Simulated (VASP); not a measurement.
The system is HfPb5O2.

```
Hf Pb O
1.0
     3.55000    0.00000    0.00000
     0.00000    3.55000    0.00000
     0.00000    0.00000   14.50000
Hf Pb O
1 5 2
Cartesian
  0.0000 0.0000 0.0000
  1.7750 1.7750 2.5375
  1.7750 1.7750 11.9625
  0.0000 0.0000 9.5700
  1.7750 1.7750 7.2500
  0.0000 0.0000 4.9300
  1.7750 0.0000 13.3980
  0.0000 1.7750 1.1020
```

```yaml
Program: VASP 6.6.1
Task: relaxation of cell and atoms
Functional: PBE
Potentials_or_basis: VASP PAW PBE potentials, release 64 (Hf_pv, Pb_d, O)
Cutoff: 600 eV
k_mesh: 5 × 5 × 2
Occupations: gaussian, width 0.2 eV
Spin: no spin polarisation
```

At the start: pressure 7.5 GPa; volume 22.84 Å³/atom.

Problem. Where does the relaxation end?

Solution. Over 32 steps the energy falls by 344.0 meV/atom and the volume is 27.52 Å³/atom (+20.5 %); space group P-4m2 (No. 115, to 0.1 Å) before and after.

The path:
```tsv
step	energy change (eV)	largest force (eV/Å)	pressure (GPa)	volume (Å³)
1	0.0000	3.3133	7.55	182.74
2	-1.4270	2.4785	-3.38	212.69
3	-1.4482	2.4007	-4.24	216.74
4	-2.3517	0.5477	-0.60	209.38
5	-2.4050	0.4038	0.83	207.43
6	-2.4049	0.3947	0.97	207.24
7	-2.4515	0.3165	0.21	211.35
8	-2.4700	0.4661	-0.63	216.84
9	-2.5302	0.5454	-0.07	215.78
10	-2.6248	0.6800	1.61	212.48
11	-2.6294	0.7023	2.47	210.76
12	-2.6472	0.5889	2.24	211.42
13	-2.6864	0.2645	1.57	213.35
14	-2.6878	0.5582	0.28	217.04
15	-2.7010	0.2867	0.90	215.25
16	-2.7010	0.2878	0.87	215.36
17	-2.7073	0.2689	0.69	216.01
18	-2.7203	0.2161	0.18	217.96
19	-2.7206	0.1834	-0.77	221.88
20	-2.7245	0.1852	-0.32	219.96
21	-2.7285	0.1550	-0.16	219.74
22	-2.7320	0.1293	0.21	219.23
23	-2.7350	0.1113	0.10	219.70
24	-2.7402	0.0882	-0.21	221.09
25	-2.7409	0.0780	-0.36	221.77
26	-2.7440	0.1099	-0.21	221.30
27	-2.7470	0.1643	0.05	220.55
28	-2.7448	0.2758	0.58	219.02
29	-2.7475	0.1970	0.20	220.09
30	-2.7506	0.0843	0.03	220.34
31	-2.7513	0.0833	-0.09	220.51
32	-2.7521	0.0740	0.01	220.14
```

Final structure:
```yaml
crystal:
  lattice:
    - [3.44176, 0.00000, 0.00000]
    - [0.00000, 3.44176, 0.00000]
    - [0.00000, 0.00000, 18.58401]
  atoms:
    - { symbol: Hf, position: [0.00000, 0.00000, 0.00000] }
    - { symbol: Pb, position: [0.50000, 0.50000, 0.21051] }
    - { symbol: Pb, position: [0.50000, 0.50000, 0.78949] }
    - { symbol: Pb, position: [0.00000, 0.00000, 0.64840] }
    - { symbol: Pb, position: [0.50000, 0.50000, 0.50000] }
    - { symbol: Pb, position: [0.00000, 0.00000, 0.35160] }
    - { symbol: O, position: [0.50000, 0.00000, 0.94907] }
    - { symbol: O, position: [0.00000, 0.50000, 0.05093] }
```

Caveat: the volume moved by over 15 % at a fixed basis, so the end points are rough; the relaxation stopped at a loose force limit of 0.08 eV/Å, so its end isn't a converged minimum.
